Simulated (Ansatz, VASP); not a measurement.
# Ca2CuS2O2 in VASP and in Ansatz

```
Cu Ca S O
1.0
     3.86250    0.00000    0.00000
     0.00000    3.86250    0.00000
     0.00000    0.00000    7.74547
Cu Ca S O
1 2 2 2
Direct
  0.00000 0.00000 0.50000
  0.50000 0.50000 0.29189
  0.50000 0.50000 0.70811
  0.00000 0.00000 0.13831
  0.00000 0.00000 0.86169
  0.50000 0.00000 0.50000
  0.00000 0.50000 0.50000
```

Alike in both runs: task single point; functional RPBE; k mesh 7 × 7 × 4; occupations gaussian, width 0.1 eV; no spin polarisation.

|  | VASP | Ansatz |
| --- | --- | --- |
| version | VASP 6.6.1 | Ansatz 0.2.0 |
| potentials or method | VASP PAW PBE potentials, release 64 (Cu, Ca_pv, S, O) | Ansatz PAW |
| plane-wave cutoff (eV) | 500 | 420 |
| valence electrons in the cell | 51 | 63 |

Ansatz gave:

| Quantity | Value |
| --- | --- |
| gap on the k mesh at the Fermi level (eV) | none |
| pressure (GPa) | 3.2 |
| traceless stress, the component that is largest in VASP (GPa) | -0.38 |
| rms of the force components (eV/Å) | 0.007 |

Estimate VASP's values.

gap on the k mesh at the Fermi level (eV): none; pressure (GPa): 3.1; traceless stress, the component that is largest in VASP (GPa): -0.77; rms of the force components (eV/Å): 0.030.

VASP's potentials were made for PBE, not for RPBE. Atom by atom the forces differ by 0.036 eV/Å (rms over components). A gap of «none» marks a metal or a gap that the smearing closes. VASP's potentials hold 51 valence electrons a cell and Ansatz's 63, so a difference there can come from the potentials and not from the codes.
